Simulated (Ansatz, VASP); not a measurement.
This is a calculation of TiAl for VASP 6.6.1.

The input INCAR:

```
SYSTEM = TiAl
PREC = Accurate
ENCUT = 500
EDIFF = 1E-6
ISMEAR = 0
SIGMA = 0.025
LREAL = .False.
LASPH = .True.
NELM = 200
ALGO = Normal
ISIF = 2
LWAVE = .False.
LCHARG = .False.
ISPIN = 2
MAGMOM = -0.17 0
LORBIT = 11
LMAXMIX = 4
GGA = PE
IVDW = 12
NBANDS = 18
GGA_COMPAT = .False.
```

The input KPOINTS:

```
Automatic mesh
0
Gamma
  8 8 8
  0 0 0
```

The input POSCAR:

```
TiAl
1.0
    3.1790640000      0.0000000000      0.0000000000
    0.0000000000      3.1790640000      0.0000000000
    0.0000000000      0.0000000000      3.1790640000
Ti Al
1 1
Direct
    0.0000000000      0.0000000000      0.0000000000
    0.5000000000      0.5000000000      0.5000000000
```

Potentials or basis: VASP PAW PBE potentials, release 64 (Ti_sv, Al).

Launch:

```bash
$ cat potpaw_PBE.64/Ti_sv/POTCAR potpaw_PBE.64/Al/POTCAR > POTCAR
$ mpirun -np 1 vasp_std > vasp.out
```

**Question.** Translate it to Ansatz 0.2.0. Potentials there: Ansatz PAW.

**Answer.** As run (the cutoff follows the program's own potentials):

File input.yaml:

```yaml
crystal:
  lattice:
    - [3.179064, 0.0, 0.0]
    - [0.0, 3.179064, 0.0]
    - [0.0, 0.0, 3.179064]
  atoms:
    - { symbol: Ti, position: [0.0, 0.0, 0.0], spin: -0.17 }
    - { symbol: Al, position: [0.5, 0.5, 0.5] }
hamiltonian:
  xc: pbe
  pseudopotentials: { kind: paw }
  dispersion: d3bj
magnetization:
  spin_polarized: true
kpoints:
  mp_grid: { grid: [8, 8, 8] }
scf:
  occupations: { method: gaussian, width: 0.025 }
output:
  forces: true
  stress: true
  eigenvalues: true
```

Potentials or basis: Ansatz PAW.

Run with:

```bash
$ ansatz run input.yaml --threads 2 --pin off --max-ram 5120MiB --backend cpu --events-out ev --progress --plain --runs-dir out
```

Both were run:

|  | VASP | Ansatz | Ansatz less VASP |
| --- | --- | --- | --- |
| gap on the k mesh at the Fermi level (eV) | none | none | - |
| pressure (GPa) | -4.2 | -4.1 | +0.04 |
| net moment per atom (μB) | 0.15 | 0.15 | 0.000 |

A gap of «none» marks a metal or a gap that the smearing closes.
